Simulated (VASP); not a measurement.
A run of VASP 6.6.1 is set up as follows.

File INCAR:

```
SYSTEM = CoSi
PREC = Accurate
ENCUT = 520
EDIFF = 1E-6
ISMEAR = 0
SIGMA = 0.15
LREAL = .FALSE.
LASPH = .TRUE.
NELM = 100
ALGO = Normal
ISIF = 2
LWAVE = .FALSE.
LCHARG = .TRUE.
GGA = PS
LELF = .TRUE.
LVHAR = .TRUE.
NBANDS = 36
```

Contents of KPOINTS:

```
regular mesh
0
G
  10 10 10
  0 0 0
```

POSCAR

```
CoSi
1.0
    4.3858255181      0.0000000000      0.0000000000
    0.0000000000      4.3858255181      0.0000000000
    0.0000000000      0.0000000000      4.3858255181
Co Si
4 4
Direct
    0.1456446764      0.1456446764      0.1456446764
    0.3543553236      0.8543553236      0.6456446764
    0.6456446764      0.3543553236      0.8543553236
    0.8543553236      0.6456446764      0.3543553236
    0.8433288500      0.8433288500      0.8433288500
    0.6566711500      0.1566711500      0.3433288500
    0.3433288500      0.6566711500      0.1566711500
    0.1566711500      0.3433288500      0.6566711500
```

Potentials or basis: VASP PAW PBE potentials, release 64 (Co, Si).

Launch:

```console
$ cat potpaw_PBE.64/Co/POTCAR potpaw_PBE.64/Si/POTCAR > POTCAR
$ mpirun -np 1 vasp_std > vasp.out
```

(1) What does it give for the band gap on the k mesh?

(2) Predict the pressure.

Answers

(1) zero (band 26 reaches 12.47 eV, above the bottom of band 27 at 12.24 eV).

(2) 0.2 GPa.

Caveat: the PAW data sets were made with another functional, which shifts forces and pressure a little.
